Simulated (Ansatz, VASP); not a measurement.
# One calculation of MoS2, two programs

```
Mo S
1.0
     3.14799   -1.92978    0.00000
     3.14799    1.92978    0.00000
    -0.00310    0.00000    4.43933
Mo S
1 2
Direct
  0.01636 0.98557 0.00249
  0.68525 0.69217 0.29263
  0.32313 0.30511 0.70344
```

Change from the starting cell: atoms moved at random, drawn with an rms of 0.05 Å.

Alike in both runs: task single point; functional PBE; k mesh 8 × 8 × 6; occupations fermi-dirac, width 0.05 eV; no spin polarisation.

|  | VASP | Ansatz |
| --- | --- | --- |
| version | VASP 6.6.1 | Ansatz 0.2.0 |
| potentials or method | VASP PAW PBE potentials, release 64 (Mo_sv, S), cutoff 520 eV | all-electron LAPW, scalar-relativistic |

VASP gave:

- gap on the k mesh at the Fermi level (eV): none
- pressure (GPa): -4.9
- traceless stress, the component that is largest in VASP (GPa): 18.72
- rms of the force components (eV/Å): 0.653

Problem. Which values does Ansatz return?

Solution. gap on the k mesh at the Fermi level (eV): none; pressure (GPa): -4.8; traceless stress, the component that is largest in VASP (GPa): 18.70; rms of the force components (eV/Å): 0.653.

Atom by atom the forces differ by 0.001 eV/Å (rms over components). A gap of «none» marks a metal or a gap that the smearing closes. Ansatz ran all-electron here, and VASP with PAW potentials.
